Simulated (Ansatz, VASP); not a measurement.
**WS2 in VASP and in Ansatz**

```
W S
1.0
     3.18220    0.00000    0.00000
    -1.59110    2.75587    0.00000
     0.00000    0.00000   13.06295
W S
2 4
Direct
  0.33333 0.66667 0.25000
  0.66667 0.33333 0.75000
  0.33333 0.66667 0.63060
  0.66667 0.33333 0.13060
  0.33333 0.66667 0.86940
  0.66667 0.33333 0.36940
```

Alike in both runs: functional r2SCAN; k mesh 12 × 12 × 2; occupations fermi-dirac, width 0.02 eV; no spin polarisation.

Ansatz relaxed the structure, and its values are those at the end. VASP's run is a single point on that final structure, the one shown.

```csv
,VASP,Ansatz
version,VASP 6.6.1,Ansatz 0.2.0
potentials or method,"VASP PAW PBE potentials, release 64 (W_sv, S), cutoff 550 eV",PAW plane waves
valence electrons in the cell,52,52
```

VASP gave:

| Item | Value |
| --- | --- |
| gap on the k mesh at the Fermi level (eV) | 1.38 |
| pressure (GPa) | 0.1 |
| rms of the force components (eV/Å) | 0.005 |

Estimate Ansatz's values.

gap on the k mesh at the Fermi level (eV): 1.37; pressure (GPa): 0.0; rms of the force components (eV/Å): 0.002.

VASP's potentials were made for PBE, not for r2SCAN.

Spin-orbit coupling is off throughout.
